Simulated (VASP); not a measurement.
## Mo: single point with RPBE

The system is Mo.

```
Mo
1.0
     0.00000    2.86446    2.86446
     2.86446    0.00000    2.86446
     2.86446    2.86446    0.00000
Mo
2
Direct
  0.12500 0.12500 0.12500
  0.87500 0.87500 0.87500
```

This isn't the form of Mo at room conditions, which is bcc.

```
Program             : VASP 6.6.1
Task                : single point
Functional          : RPBE
Potentials or basis : VASP PAW PBE potentials, release 64 (Mo_sv)
Cutoff              : 520 eV
k mesh              : 11 × 11 × 11
Occupations         : fermi-dirac, width 0.1 eV
Spin                : no spin polarisation
```

```json
{"Pressure": "0.3 GPa", "Band gap on the k mesh": "zero (bands 14 and 15 overlap by 0.46 eV)"}
```

Levels at points of the mesh, in eV from the Fermi level:
```tsv
k point	band 12	band 13	band 14	band 15	band 16	band 17
(0.00, 0.00, 0.00)	-1.30	-1.30	-1.30	1.30	1.30	1.30
```

It took 83 s on 1 thread of Intel Xeon 8259CL (shared host), peak memory 0.19 GiB.

Caveat: the PAW data sets were made with another functional, which shifts forces and pressure a little.
